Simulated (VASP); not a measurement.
Li8LaNb7O23 (a cell with a defect), 39 atoms in the cell. The cell holds a defect, 39 atoms: a = 5.550 Å, b = 11.101 Å, c = 11.101 Å, α = 55.75°, β = 55.75°, γ = 55.75°. 

```yaml
Program: VASP 6.6.1
Task: single point
Functional: PBE
Potentials_or_basis: VASP PAW PBE potentials, release 64 (Li_sv, Nb_sv, O, La)
Cutoff: 520 eV
k_mesh: 1 × 1 × 1, shifted
Occupations: gaussian, width 0.01 eV
Spin: collinear spin
Fixed_moment: 1 μB
Dipole_correction: no
Charge: 1
Further_INCAR_settings: LREAL = Auto; ALGO = Normal; EDIFF = 1e-06; NBANDS = 161; NELECT = 263.0
```

Potentials or basis: VASP PAW PBE potentials, release 64 (Li_sv, Nb_sv, O, La).

The run is started by

```bash
$ cat potpaw_PBE.64/Li_sv/POTCAR potpaw_PBE.64/Nb_sv/POTCAR potpaw_PBE.64/O/POTCAR potpaw_PBE.64/La/POTCAR > POTCAR
$ mpirun -np 1 vasp_std > vasp.out
```

Hardware: 1 thread of Intel(R) Xeon(R) Platinum 8259CL CPU @ 2.50GHz (Skylake/Cascade Lake) (shared host).

Question: How long does it take, and how much memory?

Answer: It took 11 min on 1 thread of Intel(R) Xeon(R) Platinum 8259CL CPU @ 2.50GHz (Skylake/Cascade Lake), with other jobs on the host, peak memory 0.92 GiB. Counts: scf iterations 19, k points 1.
